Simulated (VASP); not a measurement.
# W5C (I4/mmm) in VASP: single point with PBE

Aim: the single point of W5C with PBE.

All numbers are computed with VASP 6.6.1; they aren't measurements. Logs are shortened: lines on timing, memory, paths and dates and some standing lists are left out, and cuts for length are marked.

**1. The cell of the first run**

The structure is tetragonal, space group I4/mmm (No. 139). Conventional cell: a = 3.038 Å, b = 3.038 Å, c = 17.187 Å, α = 90.00°, β = 90.00°, γ = 90.00°. W (site symmetry 4mm) has 1 C at 2.01 Å and 4 W at 2.62 Å within 2.7 Å. W (site symmetry 4/mmm) has 4 C at 2.15 Å within 2.8 Å. W (site symmetry 4mm) has 14 W at 2.62 to 3.50 Å within 3.6 Å. Within 2.7 Å of C (site symmetry 4/mmm) lie 6 W at 2.01 to 2.15 Å.

**2. Single point, PBE (13.22 Å³/atom)**

The input, INCAR:

```
SYSTEM = W5C
ALGO     = Normal         ! electronic algorithm
EDIFF    = 1E-6           ! SCF threshold, eV
ENCUT    = 600            ! plane-wave cutoff, eV
GGA      = PE             ! functional
GGA_COMPAT= .FALSE.      
ISIF     = 2              ! what is computed and relaxed
ISMEAR   = 0              ! smearing method
LASPH    = .TRUE.         ! aspherical terms in the spheres
LCHARG   = .FALSE.        ! write CHGCAR
LREAL    = .FALSE.        ! projectors in reciprocal space
LWAVE    = .FALSE.        ! write WAVECAR
NBANDS   = 46             ! bands
NELM     = 120            ! most SCF steps
PREC     = Accurate       ! precision mode
SIGMA    = 0.1            ! smearing width, eV
```

The input, KPOINTS:

```
k-points
0
G
  14 14 14
  0 0 0
```

The input, POSCAR:

```
W5C
1.0
   -1.5189278425      1.5189278425      8.5933286642
    1.5189278425     -1.5189278425      8.5933286642
    1.5189278425      1.5189278425     -8.5933286642
W C
5 1
Direct
    0.6168052294      0.6168052294      0.0000000000
    0.3831947706      0.3831947706      0.0000000000
    0.0000000000      0.0000000000      0.0000000000
    0.7962861917      0.7962861917      0.0000000000
    0.2037138083      0.2037138083      0.0000000000
    0.5000000000      0.5000000000      0.0000000000
```

Potentials or basis: VASP PAW PBE potentials, release 64 (W_sv, C).

On the command line:

```bash
cat potpaw_PBE.64/W_sv/POTCAR potpaw_PBE.64/C/POTCAR > POTCAR
mpirun -np 1 vasp_std > vasp.out
```

OUTCAR:

```text
SYSTEM = W5C
   EDIFF = 1E-6
   ENCUT = 600
   GGA = PE
   ISIF = 2
   ISMEAR = 0
   LASPH = .TRUE.
   LREAL = .FALSE.
   NELM = 120
   PREC = Accurate

 ion  position               nearest neighbor table
   1  0.617  0.617  0.000-   6 2.01   5 2.62   5 2.62   5 2.62   5 2.62   3 2.94   3 2.94   3 2.94
                             3 2.94   4 3.08
   2  0.383  0.383  0.000-   6 2.01   4 2.62   4 2.62   4 2.62   4 2.62   3 2.94   3 2.94   3 2.94
                             3 2.94   5 3.08
   3  0.000  0.000  0.000-   6 2.15   6 2.15   6 2.15   6 2.15   1 2.94   1 2.94   2 2.94   1 2.94
                             2 2.94   1 2.94   2 2.94   2 2.94
   4  0.796  0.796  0.000-   2 2.62   2 2.62   2 2.62   2 2.62   5 2.67   5 2.67   5 2.67   5 2.67
                             1 3.08
   5  0.204  0.204  0.000-   1 2.62   1 2.62   1 2.62   1 2.62   4 2.67   4 2.67   4 2.67   4 2.67
                             2 3.08
   6  0.500  0.500  0.000-   1 2.01   2 2.01   3 2.15   3 2.15   3 2.15   3 2.15

  LATTYP: Found a body centered tetragonal cell.
 ALAT       =     3.0378556850
 C/A-ratio  =     5.6574963101

  Lattice vectors:

 A1 = (  -1.5189278425,   1.5189278425,   8.5933286642)
 A2 = (   1.5189278425,  -1.5189278425,   8.5933286642)
 A3 = (   1.5189278425,   1.5189278425,  -8.5933286642)

Analysis of symmetry for initial positions (statically):
=====================================================================
 Subroutine PRICEL returns:
 Original cell was already a primitive cell.

 Routine SETGRP: Setting up the symmetry group for a
 body centered tetragonal supercell.

 Subroutine GETGRP returns: Found 16 space group operations
 (whereof 16 operations were pure point group operations)
 out of a pool of 16 trial point group operations.

The static configuration has the point symmetry D_4h.

Analysis of symmetry for dynamics (positions and initial velocities):
=====================================================================
 Subroutine PRICEL returns:
 Original cell was already a primitive cell.

 Routine SETGRP: Setting up the symmetry group for a
 body centered tetragonal supercell.

 Subroutine GETGRP returns: Found 16 space group operations
 (whereof 16 operations were pure point group operations)
 out of a pool of 16 trial point group operations.

The dynamic configuration has the point symmetry D_4h.

 Subroutine INISYM returns: Found 16 space group operations
 (whereof 16 operations are pure point group operations),
 and found     1 'primitive' translations

----------------------------------------------------------------------------------------

                                     Primitive cell

  volume of cell :      79.3041

  direct lattice vectors                    reciprocal lattice vectors
    -1.518927842  1.518927842  8.593328664     0.000000000  0.329179561  0.058184671
     1.518927842 -1.518927842  8.593328664     0.329179561  0.000000000  0.058184671
     1.518927842  1.518927842 -8.593328664     0.329179561  0.329179561  0.000000000

  length of vectors
     8.857741310  8.857741310  8.857741310     0.334282275  0.334282275  0.465530199

  position of ions in fractional coordinates (direct lattice)
     0.616805229  0.616805229  0.000000000
     0.383194771  0.383194771  0.000000000
     0.000000000  0.000000000  0.000000000
     0.796286192  0.796286192  0.000000000
     0.203713808  0.203713808  0.000000000
     0.500000000  0.500000000  0.000000000

  ion indices of the primitive-cell ions
   primitive index   ion index
                 1           1
                 2           2
                 3           3
                 4           4
                 5           5
                 6           6

----------------------------------------------------------------------------------------

 KPOINTS: k-points

Automatic generation of k-mesh.
 Grid dimensions read from file:
 generate k-points for:   14   14   14

 Generating k-lattice:

  Cartesian coordinates                     Fractional coordinates (reciprocal lattice)
     0.000000000  0.023512826  0.004156048     0.071428571  0.000000000  0.000000000
     0.023512826  0.000000000  0.004156048     0.000000000  0.071428571  0.000000000
     0.023512826  0.023512826  0.000000000     0.000000000  0.000000000  0.071428571

  Length of vectors
     0.023877305  0.023877305  0.033252157

  Shift w.r.t. Gamma in fractional coordinates (k-lattice)
     0.000000000  0.000000000  0.000000000

 Subroutine IBZKPT returns following result:
 ===========================================

 Found    244 irreducible k-points:

 Following reciprocal coordinates:
            Coordinates               Weight
  0.000000  0.000000  0.000000      1.000000
  0.071429  0.000000 -0.000000      8.000000
  0.142857  0.000000 -0.000000      8.000000
  0.214286  0.000000 -0.000000      8.000000
  0.285714  0.000000 -0.000000      8.000000
  0.357143  0.000000 -0.000000      8.000000
[... 16 lines left out ...]
  0.214286  0.142857  0.000000     16.000000
  0.285714  0.142857 -0.000000     16.000000
 [... further k-points ...]
   k-points           NKPTS =    244   k-points in BZ     NKDIM =    244   number of bands    NBANDS=     46
   number of dos      NEDOS =    301   number of ions     NIONS =      6
   total plane-waves  NPLWV = 373248
   dimension x,y,z NGX =    72 NGY =   72 NGZ =   72
   dimension x,y,z NGXF=   144 NGYF=  144 NGZF=  144
   ions per type =               5   1
   NGX,Y,Z   is equivalent  to a cutoff of  13.51, 13.51, 13.51 a.u.
   NGXF,Y,Z  is equivalent  to a cutoff of  27.03, 27.03, 27.03 a.u.
 SYSTEM =  W5C
   PREC   = accura    normal or accurate (medium, high low for compatibility)
   ISTART =      0    job   : 0-new  1-cont  2-samecut
   ICHARG =      2    charge: 1-file 2-atom 10-const
   ISPIN  =      1    spin polarized calculation?
   LNONCOLLINEAR =      F non collinear calculations
   LSORBIT =      F    spin-orbit coupling
   LASPH  =      T    aspherical Exc in radial PAW
   ENCUT  =  600.0 eV  44.10 Ry    6.64 a.u.  17.69 17.69 17.69*2*pi/ulx,y,z
   NELM   =    120;   NELMIN=  2; NELMDL= -5     # of ELM steps
   EDIFF  = 0.1E-05   stopping-criterion for ELM
   LREAL  =      F    real-space projection
   EDIFFG = 0.1E-04   stopping-criterion for IOM
   NSW    =      0    number of steps for IOM
   IBRION =     -1    ionic relax: 0-MD 1-quasi-New 2-CG
   NFREE  =      0    steps in history (QN), initial steepest desc. (CG)
   ISIF   =      2    stress and relaxation
   ISYM   =      2    0-nonsym 1-usesym 2-fastsym
   POTIM  = 0.5000    time-step for ionic-motion
   TEBEG  =    0.0;   TEEND  =   0.0 temperature during run
   PSTRESS=    0.0 pullay stress
   NELECT =      74.0000    total number of electrons
   NUPDOWN=      -1.0000    fix difference up-down
   EMIN   =  10.00;   EMAX   =-10.00  energy-range for DOS
   EFERMI =   0.00;   METHOD = LEGACY
   ISMEAR =     0;   SIGMA  =   0.10  broadening in eV -4-tet -1-fermi 0-gaus
   EFERMI_NEDOS =   21; number of points for ismear=-14 and -15
   IALGO  =     38    algorithm
   IMIX   =      4    mixing-type and parameters
     AMIX     =   0.40;   BMIX     =  1.00
     AMIX_MAG =   1.60;   BMIX_MAG =  1.00
  volume/ion in A,a.u.               =      13.22        89.20
  Fermi-wavevector in a.u.,A,eV,Ry     =   1.599755  3.023099 34.820253  2.559216
  Thomas-Fermi vector in A             =   2.696998
   LORBIT       =      0    0 simple, 1 ext, 2 COOP (PROOUT), +10 PAW based schemes
   GGA     = PE    functional components
   LHFCALC =     F    Hartree Fock is set to
   AEXX    =    0.0000 exact exchange contribution
   IVDW    =     0    specifies the selected vdW correction
   LEPSILON=     F    determine dielectric tensor
   LRPA    =     F    only Hartree local field effects (RPA)
 non-spin polarized calculation
 Gauss-broadening in eV      SIGMA  =   0.10
  energy-cutoff  :      600.00
  volume of cell :       79.30
 maximum number of plane-waves:      2678
   NGX = 35   NGY = 35   NGZ = 35

 number of electron      74.0000002 magnetization

 Free energy of the ion-electron system (eV)
  ---------------------------------------------------
  ext. energy  EPLUGINS =         0.00000000
  ---------------------------------------------------
  free energy    TOTEN  =       -72.17772731 eV

  energy without entropy =      -72.16128721  energy(sigma->0) =      -72.16950726

 E-fermi :  12.4447     XC(G=0): -13.9906

 val. band max:       12.4423739471   @ k =  -0.3571   0.3571   0.3571
 cond. band min:      12.4466510266   @ k =   0.2857   0.1429   0.0714
 fundamental gap:      0.0042770795
 Fermi energy:        12.4447229986

 k-point     1 :       0.0000    0.0000    0.0000
  band No.  band energies     occupation
      1     -62.4905      2.00000
      2     -61.4931      2.00000
      3     -61.4024      2.00000
      4     -61.2579      2.00000
      5     -61.1869      2.00000
      6     -26.7172      2.00000
[... 38 lines left out ...]
     45      15.0639      0.00000
     46      15.5049      0.00000

 k-point     2 :       0.0714    0.0000   -0.0000
  band No.  band energies     occupation
      1     -62.4896      2.00000
      2     -61.4885      2.00000
      3     -61.3998      2.00000
      4     -61.2590      2.00000
      5     -61.1900      2.00000
      6     -26.7426      2.00000
[... 38 lines left out ...]
     45      14.7969      0.00000
     46      15.3954      0.00000

 k-point     3 :       0.1429    0.0000   -0.0000
  band No.  band energies     occupation
      1     -62.4871      2.00000
      2     -61.4752      2.00000
      3     -61.3922      2.00000
      4     -61.2621      2.00000
      5     -61.1991      2.00000
      6     -26.8106      2.00000
[... 1018 lines left out ...]
     45      15.4286      0.00000
     46      15.4504      0.00000

 k-point    24 :       0.2857    0.1429   -0.0000
  band No.  band energies     occupation
      1     -62.4763      2.00000
      2     -61.4141      2.00000
      3     -61.3579      2.00000
      4     -61.2768      2.00000
      5     -61.2414      2.00000
      6     -26.9868      2.00000
[... 38 lines left out ...]
     45      15.5828      0.00000
     46      15.7889      0.00000

 [... further k-points ...]

------------------------ aborting loop because EDIFF is reached ----------------------------------------

  FORCE on cell =-STRESS in cart. coord.  units (eV):
  Direction    XX          YY          ZZ          XY          YZ          ZX
  --------------------------------------------------------------------------------------
  -------------------------------------------------------------------------------------
  Total       17.9615218     17.9615218     18.0089889      0.0000000      0.0000000      0.0000000
  in kB      362.8758059    362.8758059    363.8347807      0.0000000      0.0000000      0.0000000
  external PRESSURE =     363.1954642 kB  Pullay stress =       0.0000000 kB

 VOLUME and BASIS-vectors are now :
 -----------------------------------------------------------------------------
  energy-cutoff  :      600.00
  volume of cell :       79.30
      direct lattice vectors                 reciprocal lattice vectors
    -1.518927842  1.518927842  8.593328664     0.000000000  0.329179561  0.058184671
     1.518927842 -1.518927842  8.593328664     0.329179561  0.000000000  0.058184671
     1.518927842  1.518927842 -8.593328664     0.329179561  0.329179561  0.000000000

 POSITION                                       TOTAL-FORCE (eV/Angst)
 -----------------------------------------------------------------------------------
      0.00000      0.00000     10.60082         0.000000      0.000000     -0.004873
      0.00000      0.00000      6.58584         0.000000      0.000000      0.004873
      0.00000      0.00000      0.00000         0.000000      0.000000      0.000000
      0.00000      0.00000     13.68550        -0.000000     -0.000000     -0.008391
      0.00000      0.00000      3.50116        -0.000000     -0.000000      0.008391
      0.00000      0.00000      8.59333         0.000000      0.000000      0.000000
 -----------------------------------------------------------------------------------
    total drift:                                0.000000      0.000000      0.000000

  FREE ENERGIE OF THE ION-ELECTRON SYSTEM (eV)
  ---------------------------------------------------
  free  energy   TOTEN  =       -72.1777273061 eV

  energy  without entropy=      -72.1612872120  energy(sigma->0) =      -72.16950726
```

It took 65 min on 1 thread of Intel Xeon 6975P-C (Granite Rapids), shared host; peak memory 1.3 GiB.

Results:

- Free energy: -72.1777 eV
- Pressure: 36.3 GPa
- Largest force: 0.008 eV/Å
- Band gap on the k mesh: zero (bands 37 and 38 overlap by 2.43 eV)

Forces on the atoms (eV/Å):
```
W    0.000  0.000 -0.005
W    0.000  0.000  0.005
W    0.000  0.000  0.000
W    0.000  0.000 -0.008
W    0.000  0.000  0.008
C    0.000  0.000  0.000
```

Caveat: the cell stands under pressure; spin-orbit coupling is left out, which moves the levels of the heavy elements.
